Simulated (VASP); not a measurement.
The system is LiH.

```
CELL_PARAMETERS angstrom
3.25583 0.00000 0.00000
-1.62791 2.81963 0.00000
0.00000 0.00000 4.06844
ATOMIC_POSITIONS crystal
Li 0.33333 0.66667 0.93749
Li 0.66667 0.33333 0.43749
H 0.33333 0.66667 0.43751
H 0.66667 0.33333 0.93751
```

Base run:

- Program: VASP 6.6.1
- Functional: r2SCAN
- Potentials or basis: VASP PAW PBE potentials, release 64 (Li_sv, H)
- Cutoff: 520 eV
- k mesh: 6 × 6 × 4
- Occupations: gaussian, width 0.01 eV
- Spin: no spin polarisation

Its results: band gap on the k mesh 2.30 eV, indirect (least direct gap 3.61 eV).

The run is repeated on the same cell with these changes: functional from r2SCAN to PBE. What comes out?

Band gap on the k mesh 1.83 eV, indirect (least direct gap 3.07 eV).

r2SCAN gives the wider gap, since meta-GGAs in the generalised Kohn-Sham scheme recover part of the derivative discontinuity.

A k mesh can miss the band edges.
